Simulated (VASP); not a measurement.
Write the native input for VASP 6.6.1 that does the following.

```yaml
Task: relaxation of cell and atoms
Functional: PBE
Potentials_or_basis: VASP PAW PBE potentials, release 64 (Mg, I)
Cutoff: 600 eV
k_mesh: 6 × 6 × 4
Occupations: gaussian, width 0.02 eV
Spin: no spin polarisation
Target_pressure: 12 GPa
Dipole_correction: no
Further_INCAR_settings: ALGO = Normal; EDIFF = 1e-07; IBRION = 2; EDIFFG = -0.008; NSW = 70; ISIF = 3
```

The structure of MgI2 lies in POSCAR:

```
MgI2
1.0
    3.9323601135      0.0000000000      0.0000000000
   -1.9661800567      3.4055237551      0.0000000000
    0.0000000000      0.0000000000      6.3323888826
Mg I
1 2
Direct
    0.0000000000      0.0000000000      0.0000000000
    0.3333333333      0.6666666667      0.7428028199
    0.6666666667      0.3333333333      0.2571971801
```

The input as run:

INCAR

```
SYSTEM = MgI2
PREC = Accurate
ENCUT = 600
EDIFF = 1E-7
ISMEAR = 0
SIGMA = 0.02
LREAL = .False.
LASPH = .True.
NELM = 80
ALGO = Normal
ISIF = 3
LWAVE = .False.
LCHARG = .False.
GGA = PE
IBRION = 2
NSW = 70
EDIFFG = -0.008
PSTRESS = 120.0
```

KPOINTS

```
regular mesh
0
Gamma
  6 6 4
  0 0 0
```

Potentials or basis: VASP PAW PBE potentials, release 64 (Mg, I).

Launch:

```sh
$ cat potpaw_PBE.64/Mg/POTCAR potpaw_PBE.64/I/POTCAR > POTCAR
$ mpirun -np 1 vasp_std > vasp.out
```

Results of the run:

```
Relaxed volume                                             : 26.20 Å³/atom
Relaxed cell                                               : a = 3.840 Å, b = 3.840 Å, c = 6.154 Å, α = 90.00°, β = 90.00°, γ = 120.00°
Space group after relaxing (to 0.1 Å)                      : P-3m1 (No. 164)
Energy change on relaxing (the run minimises the enthalpy) : +116.8 meV/atom
Ionic steps                                                : 12
Pressure after relaxing                                    : 12.0 GPa
Largest force after relaxing                               : 0.004 eV/Å
Band gap on the k mesh                                     : 2.93 eV (least direct gap 4.13 eV)
```

Caveat: the cell is relaxed towards a set pressure, so the run minimises the enthalpy, not the energy; spin-orbit coupling is left out, which moves the levels of the heavy elements.

It took 3.3 min on 1 thread of Intel(R) Xeon(R) Platinum 8259CL CPU @ 2.50GHz (Skylake/Cascade Lake), on a shared host, peak memory 0.26 GiB.
